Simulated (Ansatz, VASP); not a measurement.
One calculation of Co, two programs

INCAR

```
SYSTEM = Co
  ALGO = Normal
  EDIFF = 1E-7
  ENCUT = 520
  GGA = PE
  ISIF = 2
  ISMEAR = -1
  LASPH = .TRUE.
  LCHARG = .TRUE.
  LELF = .TRUE.
  LREAL = .FALSE.
  LVHAR = .TRUE.
  LWAVE = .FALSE.
  NBANDS = 16
  NELM = 80
  PREC = Accurate
  SIGMA = 0.05
```

KPOINTS

```
k-points
0
G
  17 17 10
  0 0 0
```

The input POSCAR:

```
Co
1.0
    2.1558269873      0.0000000000      0.0000000000
   -1.0779134936      1.8670009372      0.0000000000
    0.0000000000      0.0000000000      3.4913186300
Co
2
Direct
    0.3333333333      0.6666666667      0.2500000000
    0.6666666667      0.3333333333      0.7500000000
```

Input for Ansatz:

```yaml
crystal:
  lattice:
    - [2.1558269873, 0.0, 0.0]
    - [-1.0779134936, 1.8670009372, 0.0]
    - [0.0, 0.0, 3.49131863]
  atoms:
    - { symbol: Co, position: [0.3333333333, 0.6666666667, 0.25] }
    - { symbol: Co, position: [0.6666666667, 0.3333333333, 0.75] }
kpoints:
  mp_grid: { grid: [17, 17, 10] }
scf:
  occupations: { method: fermi_dirac, width: 0.05 }
hamiltonian:
  xc: pbe
  pseudopotentials: { kind: all_electron, datasets: crystal }
output:
  forces: true
  stress: true
  eigenvalues: true
```

Change from the starting cell: volume scaled by 0.68, crystal datasets.

Alike in both runs: task single point; functional PBE; k mesh 17 × 17 × 10; occupations fermi-dirac, width 0.05 eV; no spin polarisation.

|  | VASP | Ansatz |
| --- | --- | --- |
| version | VASP 6.6.1 | Ansatz 0.2.0 |
| potentials or method | VASP PAW PBE potentials, release 64 (Co), cutoff 520 eV | all-electron PAW with datasets made for the crystal, scalar-relativistic |

VASP gave:

* pressure (GPa): 236.7
* traceless stress, the component that is largest in VASP (GPa): -0.15

Problem. Estimate Ansatz's values.

Solution. Pressure (GPa): 240.2; traceless stress, the component that is largest in VASP (GPa): -0.13.

Both programs put the cell under a high pressure, so it lies far from rest at this level. Ansatz ran all-electron here, and VASP with PAW potentials. Ansatz's warnings: printed levels off.

Noted on VASP's run: the cell as given lies far from equilibrium.
